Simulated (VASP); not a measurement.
# H3C2ClF4 in VASP: single point with LDA

Aim: the single point of H3C2ClF4 with LDA.

All numbers are computed with VASP 6.6.1; they aren't measurements. Logs are shortened: lines on timing, memory, paths and dates and some standing lists are left out, and cuts for length are marked.

### 1 The cell of the first run

The cell holds a disordered packing, 40 atoms: a = 8.366 Å, b = 8.366 Å, c = 8.366 Å, α = 90.00°, β = 90.00°, γ = 90.00°.

### 2 Single point, LDA

Input file INCAR:

```
SYSTEM = H3C2ClF4
PREC = Accurate
ENCUT = 1010
EDIFF = 1E-6
ISMEAR = -1
SIGMA = 0.02
LREAL = Auto
LASPH = .True.
NELM = 120
ALGO = Normal
ISIF = 2
LWAVE = .False.
LCHARG = .False.
GGA = CA
NBANDS = 118
GGA_COMPAT = .False.
```

Input file KPOINTS:

```
Automatic mesh
0
Gamma
  1 1 1
  0 0 0
```

Input file POSCAR:

```
H3C2ClF4
1.0
    8.3663050000      0.0000000000      0.0000000000
    0.0000000000      8.3663050000      0.0000000000
    0.0000000000      0.0000000000      8.3663050000
C Cl H F
8 4 12 16
Direct
    0.9392796462      0.7845877003      0.6204770206
    0.6237759680      0.0411890315      0.7300833522
    0.2284521064      0.7492554957      0.0504045693
    1.0066929188      0.2766215193      0.4908140451
    0.5513066999      0.5538406740      0.3590593458
    0.6373542442      0.5290985686      0.7986201794
    0.0677718539      0.2527639143      0.0051157590
    0.5776624209      0.0849359425      0.2421618624
    1.0064658173      0.9615594937      0.7315057245
    0.4230900021     -0.0072672464      0.7214056863
    0.1629751724      0.7040144962      0.2563138685
    1.1110042008      0.3696374923      0.6498328713
    0.8127124220      0.7746669527      0.6255449688
    1.0100516297      0.7849223761      0.5049780040
    0.9960311033      0.6795592558      0.6914761056
    0.6515899193      0.1131921440      0.6255091107
    0.6616660521      0.0882707480      0.8447217738
    0.6920378829     -0.0675208470      0.7197681653
    0.3430068591      0.8135849697      0.0737003970
    0.2398071789      0.6382148392     -0.0191243327
    0.1452971174      0.8355540469      0.0057014417
    0.9893136815      0.3716814054      0.4067506504
    1.0878637583      0.1718679871      0.4514179199
    0.8827194323      0.2387314352      0.5247477829
    0.6887986991      0.4879812534      0.3847098570
    0.5477567457      0.7075524978      0.4022803376
    0.5211978287      0.5537211469      0.2046303595
    0.4442821532      0.4806542434      0.4508680953
    0.7423826887      0.6168553501      0.8794443903
    0.5533506130      0.4460870121      0.8989392569
    0.5367363490      0.6238715897      0.7208080509
    0.7174015291      0.4389273401      0.6935797822
    0.1366672623      0.3954672941      0.0110801602
    0.0422169644      0.1983910460      0.1499228154
   -0.0771427769      0.2665214811     -0.0699711521
    0.1573813051      0.1512495660     -0.0653454542
    0.5825271730      0.1610268810      0.3927181713
    0.5966552737      0.2033036089      0.1397271555
    0.7109948777      0.0027013120      0.2251412063
    0.4534618329      0.0007769260      0.2203242650
```

Potentials or basis: VASP PAW LDA potentials, release 64 (C_h, Cl, H_h, F_h).

Run with:

```console
cat potpaw_LDA.64/C_h/POTCAR potpaw_LDA.64/Cl/POTCAR potpaw_LDA.64/H_h/POTCAR potpaw_LDA.64/F_h/POTCAR > POTCAR
mpirun -np 1 vasp_gam > vasp.out
```

OUTCAR:

```text
SYSTEM = H3C2ClF4
   PREC = Accurate
   ENCUT = 1010
   EDIFF = 1E-6
   ISMEAR = -1
   LREAL = Auto
   LASPH = .True.
   NELM = 120
   ISIF = 2
   GGA = CA

 ion  position               nearest neighbor table
   1  0.939  0.785  0.620-  13 1.06  14 1.13  15 1.16   9 1.84
   2  0.624  0.041  0.730-  18 1.08  17 1.08  16 1.09  10 1.73
   3  0.228  0.749  0.050-  21 1.07  20 1.10  19 1.12  11 1.85
   4  0.007  0.277  0.491-  22 1.07  24 1.12  23 1.16  12 1.77
   5  0.551  0.554  0.359-  25 1.29  27 1.32  28 1.33  26 1.34
   6  0.637  0.529  0.799-  30 1.30  31 1.33  29 1.33  32 1.34
   7  0.068  0.253  0.005-  36 1.28  34 1.31  33 1.33  35 1.37
   8  0.578  0.085  0.242-  40 1.27  39 1.32  38 1.32  37 1.41
   9  0.006  0.962  0.732-   1 1.84
  10  0.423  0.993  0.721-   2 1.73
  11  0.163  0.704  0.256-   3 1.85
  12  0.111  0.370  0.650-   4 1.77
  13  0.813  0.775  0.626-   1 1.06
  14  0.010  0.785  0.505-   1 1.13
[... 24 lines left out ...]
  39  0.711  0.003  0.225-   8 1.32
  40  0.453  0.001  0.220-   8 1.27

  LATTYP: Found a simple cubic cell.
 ALAT       =     8.3663050000

  Lattice vectors:

 A1 = (   8.3663050000,   0.0000000000,   0.0000000000)
 A2 = (   0.0000000000,   8.3663050000,   0.0000000000)
 A3 = (   0.0000000000,   0.0000000000,   8.3663050000)

Analysis of symmetry for initial positions (statically):
=====================================================================
 Subroutine PRICEL returns:
 Original cell was already a primitive cell.

 Routine SETGRP: Setting up the symmetry group for a
 simple cubic supercell.

 Subroutine GETGRP returns: Found  1 space group operations
 (whereof  1 operations were pure point group operations)
 out of a pool of 48 trial point group operations.

The static configuration has the point symmetry C_1 .

Analysis of symmetry for dynamics (positions and initial velocities):
=====================================================================
 Subroutine PRICEL returns:
 Original cell was already a primitive cell.

 Routine SETGRP: Setting up the symmetry group for a
 simple cubic supercell.

 Subroutine GETGRP returns: Found  1 space group operations
 (whereof  1 operations were pure point group operations)
 out of a pool of 48 trial point group operations.

The dynamic configuration has the point symmetry C_1 .

 Subroutine INISYM returns: Found  1 space group operations
 (whereof  1 operations are pure point group operations),
 and found     1 'primitive' translations

----------------------------------------------------------------------------------------

                                     Primitive cell

  volume of cell :     585.6000

  direct lattice vectors                    reciprocal lattice vectors
     8.366305000  0.000000000  0.000000000     0.119527079  0.000000000  0.000000000
     0.000000000  8.366305000  0.000000000     0.000000000  0.119527079  0.000000000
     0.000000000  0.000000000  8.366305000     0.000000000  0.000000000  0.119527079

  length of vectors
     8.366305000  8.366305000  8.366305000     0.119527079  0.119527079  0.119527079

  position of ions in fractional coordinates (direct lattice)
     0.939279646  0.784587700  0.620477021
     0.623775968  0.041189031  0.730083352
     0.228452106  0.749255496  0.050404569
     0.006692919  0.276621519  0.490814045
     0.551306700  0.553840674  0.359059346
     0.637354244  0.529098569  0.798620179
[... 32 lines left out ...]
     0.710994878  0.002701312  0.225141206
     0.453461833  0.000776926  0.220324265

  ion indices of the primitive-cell ions
   primitive index   ion index
                 1           1
                 2           2
                 3           3
                 4           4
                 5           5
                 6           6
[... 32 lines left out ...]
                39          39
                40          40

----------------------------------------------------------------------------------------

 KPOINTS: Automatic mesh

Automatic generation of k-mesh.
 Grid dimensions read from file:
 generate k-points for:    1    1    1

 Generating k-lattice:

  Cartesian coordinates                     Fractional coordinates (reciprocal lattice)
     0.119527079  0.000000000  0.000000000     1.000000000  0.000000000  0.000000000
     0.000000000  0.119527079  0.000000000     0.000000000  1.000000000  0.000000000
     0.000000000  0.000000000  0.119527079     0.000000000  0.000000000  1.000000000

  Length of vectors
     0.119527079  0.119527079  0.119527079

  Shift w.r.t. Gamma in fractional coordinates (k-lattice)
     0.000000000  0.000000000  0.000000000

 Subroutine IBZKPT returns following result:
 ===========================================

 Found      1 irreducible k-points:

 Following reciprocal coordinates:
            Coordinates               Weight
  0.000000  0.000000  0.000000      1.000000
   k-points           NKPTS =      1   k-points in BZ     NKDIM =      1   number of bands    NBANDS=    118
   number of dos      NEDOS =    301   number of ions     NIONS =     40
   total plane-waves  NPLWV = 729000
   dimension x,y,z NGX =    90 NGY =   90 NGZ =   90
   dimension x,y,z NGXF=   180 NGYF=  180 NGZF=  180
   ions per type =               8   4  12  16
   NGX,Y,Z   is equivalent  to a cutoff of  17.88, 17.88, 17.88 a.u.
   NGXF,Y,Z  is equivalent  to a cutoff of  35.77, 35.77, 35.77 a.u.
 SYSTEM =  H3C2ClF4
   PREC   = accura    normal or accurate (medium, high low for compatibility)
   ISTART =      0    job   : 0-new  1-cont  2-samecut
   ICHARG =      2    charge: 1-file 2-atom 10-const
   ISPIN  =      1    spin polarized calculation?
   LNONCOLLINEAR =      F non collinear calculations
   LSORBIT =      F    spin-orbit coupling
   LASPH  =      T    aspherical Exc in radial PAW
   ENCUT  = 1010.0 eV  74.23 Ry    8.62 a.u.  21.68 21.68 21.68*2*pi/ulx,y,z
   NELM   =    120;   NELMIN=  2; NELMDL= -5     # of ELM steps
   EDIFF  = 0.1E-05   stopping-criterion for ELM
   LREAL  =      T    real-space projection
   EDIFFG = 0.1E-04   stopping-criterion for IOM
   NSW    =      0    number of steps for IOM
   IBRION =     -1    ionic relax: 0-MD 1-quasi-New 2-CG
   NFREE  =      0    steps in history (QN), initial steepest desc. (CG)
   ISIF   =      2    stress and relaxation
   ISYM   =      2    0-nonsym 1-usesym 2-fastsym
   POTIM  = 0.5000    time-step for ionic-motion
   TEBEG  =    0.0;   TEEND  =   0.0 temperature during run
   PSTRESS=    0.0 pullay stress
   NELECT =     184.0000    total number of electrons
   NUPDOWN=      -1.0000    fix difference up-down
   EMIN   =  10.00;   EMAX   =-10.00  energy-range for DOS
   EFERMI =   0.00;   METHOD = LEGACY
   ISMEAR =    -1;   SIGMA  =   0.02  broadening in eV -4-tet -1-fermi 0-gaus
   EFERMI_NEDOS =   21; number of points for ismear=-14 and -15
   IALGO  =     38    algorithm
   IMIX   =      4    mixing-type and parameters
     AMIX     =   0.40;   BMIX     =  1.00
     AMIX_MAG =   1.60;   BMIX_MAG =  1.00
  volume/ion in A,a.u.               =      14.64        98.80
  Fermi-wavevector in a.u.,A,eV,Ry     =   1.112962  2.103194 16.853330  1.238685
  Thomas-Fermi vector in A             =   2.249542
   LORBIT       =      0    0 simple, 1 ext, 2 COOP (PROOUT), +10 PAW based schemes
   GGA     = CA    functional components
   LHFCALC =     F    Hartree Fock is set to
   AEXX    =    0.0000 exact exchange contribution
   IVDW    =     0    specifies the selected vdW correction
   LEPSILON=     F    determine dielectric tensor
   LRPA    =     F    only Hartree local field effects (RPA)
 non-spin polarized calculation
  energy-cutoff  :     1010.00
  volume of cell :      585.60
 maximum number of plane-waves:     21466
 NGX is ok and might be reduce to    90
   NGX = 43   NGY = 43   NGZ = 43

 number of electron     183.9999999 magnetization

 Free energy of the ion-electron system (eV)
  ---------------------------------------------------
  ext. energy  EPLUGINS =         0.00000000
  ---------------------------------------------------
  free energy    TOTEN  =      -208.89678498 eV

  energy without entropy =     -208.89678498  energy(sigma->0) =     -208.89678498

 E-fermi :  -1.5709     XC(G=0):  -7.6746

 val. band max:       -2.0519135048   @ k =   0.0000   0.0000   0.0000
 cond. band min:       3.2487582987   @ k =   0.0000   0.0000   0.0000
 fundamental gap:      5.3006718035
 Fermi energy:        -1.5708916824

 k-point     1 :       0.0000    0.0000    0.0000
  band No.  band energies     occupation
      1     -30.4984      2.00000
      2     -30.2077      2.00000
      3     -30.1785      2.00000
      4     -30.0851      2.00000
      5     -28.0533      2.00000
      6     -27.3003      2.00000
[... 96 lines left out ...]
    103       5.7192      0.00000
    104       5.9479      0.00000
 [bands above 104 left out]

------------------------ aborting loop because EDIFF is reached ----------------------------------------

  FORCE on cell =-STRESS in cart. coord.  units (eV):
  Direction    XX          YY          ZZ          XY          YZ          ZX
  --------------------------------------------------------------------------------------
  -------------------------------------------------------------------------------------
  Total       -1.2207155     -0.5323948     -1.3957489     -0.2634563     -2.5021458      0.3417307
  in kB       -3.3398268     -1.4566100     -3.8187111     -0.7208054     -6.8457671      0.9349610
  external PRESSURE =      -2.8717160 kB  Pullay stress =       0.0000000 kB

 VOLUME and BASIS-vectors are now :
 -----------------------------------------------------------------------------
  energy-cutoff  :     1010.00
  volume of cell :      585.60
      direct lattice vectors                 reciprocal lattice vectors
     8.366305000  0.000000000  0.000000000     0.119527079  0.000000000  0.000000000
     0.000000000  8.366305000  0.000000000     0.000000000  0.119527079  0.000000000
     0.000000000  0.000000000  8.366305000     0.000000000  0.000000000  0.119527079

 POSITION                                       TOTAL-FORCE (eV/Angst)
 -----------------------------------------------------------------------------------
      7.85830      6.56410      5.19110         3.779589     -0.737138      1.145870
      5.21870      0.34460      6.10810         0.492288     -0.362541     -0.182015
      1.91130      6.26850      0.42170         0.950744      0.058841      1.934378
      0.05600      2.31430      4.10630         0.462781     -1.267010      0.411791
      4.61240      4.63360      3.00400        -1.143249      1.188891      0.634926
      5.33230      4.42660      6.68150         0.336715      0.682180     -0.482600
[... 32 lines left out ...]
      5.94840      0.02260      1.88360        -0.112043     -1.083863      0.649629
      3.79380      0.00650      1.84330        -1.053819     -0.356690      0.161439
 -----------------------------------------------------------------------------------
    total drift:                                0.009216      0.005549      0.011151

  FREE ENERGIE OF THE ION-ELECTRON SYSTEM (eV)
  ---------------------------------------------------
  free  energy   TOTEN  =      -208.8967849836 eV

  energy  without entropy=     -208.8967849835  energy(sigma->0) =     -208.89678498
```

Wall time 6.8 min (1 thread of Intel Xeon Platinum 8375C at 2.90GHz (Ice Lake), shared host); peak memory 0.89 GiB.

Results:

```
Free energy            : -208.8968 eV
Pressure               : -0.3 GPa
Largest force          : 4.191 eV/Å
Band gap on the k mesh : 5.30 eV
```

Forces in eV/Å, atoms in the order of the input:
```
C    3.780 -0.737  1.146
C    0.492 -0.363 -0.182
C    0.951  0.059  1.934
C    0.463 -1.267  0.412
C   -1.143  1.189  0.635
C    0.337  0.682 -0.483
C   -1.800  0.832 -0.002
C    3.045  2.511  1.411
Cl  -0.529 -0.853 -0.728
Cl  -1.001 -0.134  0.184
Cl   0.170 -0.083 -1.012
Cl  -0.178  0.006  0.052
H   -1.130  0.107 -0.505
H   -1.169  0.185  0.481
H   -0.811  1.005 -0.764
H    0.235  0.483  0.088
H   -0.161  0.700  0.339
H    0.290 -0.702 -0.173
H   -0.323 -0.582 -0.538
H   -0.028  0.205  0.139
H   -0.768  0.370 -0.617
H    0.234  0.389 -1.092
H   -1.256  1.238  0.169
H    0.770 -0.148  0.265
F    1.164 -0.184  0.056
F    0.584  0.055  0.206
F   -0.478 -0.758 -0.155
F   -0.138 -0.269 -0.938
F   -0.069 -0.032 -0.152
F   -0.112 -0.997  0.399
F    0.368  0.146 -0.142
F   -0.500  0.130  0.629
F   -0.202 -0.243 -0.001
F   -0.335  0.194  0.824
F    1.225 -0.061  0.661
F    1.051 -0.660 -1.033
F   -0.653 -1.482 -1.679
F   -1.210  0.510 -0.641
F   -0.112 -1.084  0.650
F   -1.054 -0.357  0.161
```

Stress tensor (GPa, compression positive):
```
-0.33 -0.07  0.09
-0.07 -0.15 -0.68
 0.09 -0.68 -0.38
```

Caveat: the k points lie up to 0.75 Å⁻¹ apart.
